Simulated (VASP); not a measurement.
Runs of VASP 6.6.1 on GaAs. The structure is that of space group F-43m (No. 216), or close to it. The cells are those of the table. 

| level | potentials or basis | spin | cell | k mesh | cutoff (eV) | smearing | second run | gap on the mesh (eV) | pressure (GPa) |
| --- | --- | --- | --- | --- | --- | --- | --- | --- | --- |
| PBE | VASP PAW PBE potentials, release 64 (Ga_d, As) | off | a = 3.967, b = 3.967, c = 4.007 Å, angles 59.7, 59.7, 60.7°, 2 atoms | 8 × 8 × 8 | 520 | fermi-dirac 0.02 eV | - | 0.54 | 4.5 |
| PBE | VASP PAW PBE potentials, release 64 (Ga_d, As) | off | a = 4.067, b = 4.067, c = 4.007 Å, angles 60.5, 60.5, 59.0°, 2 atoms | 8 × 8 × 8 | 520 | fermi-dirac 0.02 eV | - | 0.19 | 0.9 |
| PBE | VASP PAW PBE potentials, release 64 (Ga_d, As_d) | off | a = 4.027, b = 4.027, c = 4.007 Å, angles 60.2, 60.2, 59.7°, 2 atoms | 8 × 8 × 8 | 600 | fermi-dirac 0.02 eV | valence_matched | 0.37 | 2.0 |
| PBE | VASP PAW PBE potentials, release 64 (Ga_d, As_d) | off | a = 3.967, b = 3.967, c = 4.007 Å, angles 59.7, 59.7, 60.7°, 2 atoms | 8 × 8 × 8 | 600 | fermi-dirac 0.02 eV | valence_matched | 0.54 | 4.2 |
| PBE | VASP PAW PBE potentials, release 64 (Ga_d, As_d) | off | a = 3.947, b = 3.947, c = 4.007 Å, angles 59.5, 59.5, 61.0°, 2 atoms | 8 × 8 × 8 | 600 | fermi-dirac 0.02 eV | valence_matched | 0.58 | 5.1 |
| r2SCAN | VASP PAW PBE potentials, release 64 (Ga_d, As) | non-collinear, zero start, SOC | a = 4.047, b = 4.047, c = 4.007 Å, angles 60.3, 60.3, 59.3°, 2 atoms | 8 × 8 × 8 | 520 | fermi-dirac 0.02 eV | - | - | -1.3 |
| PBE | VASP PAW PBE potentials, release 64 (Ga_d, As_d) | off | a = 3.987, b = 3.987, c = 4.007 Å, angles 59.8, 59.8, 60.3°, 2 atoms | 8 × 8 × 8 | 600 | fermi-dirac 0.02 eV | valence_matched | 0.50 | 3.5 |
| PBE | VASP PAW PBE potentials, release 64 (Ga_d, As) | off | a = 3.947, b = 3.947, c = 4.007 Å, angles 59.5, 59.5, 61.0°, 2 atoms | 4 × 4 × 4 | 520 | gaussian 0.01 eV | - | 0.57 | 5.7 |
| PBE | VASP PAW PBE potentials, release 64 (Ga_d, As) | off | a = 4.007 Å, angles 60.0°, 2 atoms | 8 × 8 × 8 | 520 | fermi-dirac 0.02 eV | - | (b) | (c) |
| PBE | VASP PAW PBE potentials, release 64 (Ga_d, As) | off | a = 4.007 Å, angles 60.0°, 2 atoms | 4 × 4 × 4 | 520 | gaussian 0.01 eV | - | 0.46 | 3.2 |
| r2SCAN | VASP PAW PBE potentials, release 64 (Ga_d, As) | off | a = 4.007 Å, angles 60.0°, 2 atoms | 8 × 8 × 8 | 520 | gaussian 0.01 eV | - | 0.94 | (a) |
| PBE | VASP PAW PBE potentials, release 64 (Ga_d, As_d) | off | a = 4.047, b = 4.047, c = 4.007 Å, angles 60.3, 60.3, 59.3°, 2 atoms | 8 × 8 × 8 | 600 | fermi-dirac 0.02 eV | valence_matched | 0.28 | 1.3 |

Alike in all rows: task single point.

**Question.** Fill in the values left out.

**Answer.** (a) 0.1; (b) 0.47; (c) 2.9.

Caveats: some runs use coarse meshes; the PAW data sets were made with another functional, which shifts forces and pressure a little (some runs).

A k mesh can miss the band edges, and rows without SOC leave out spin-orbit coupling on As, Ga.

The runs don't all hold the same shells in valence.
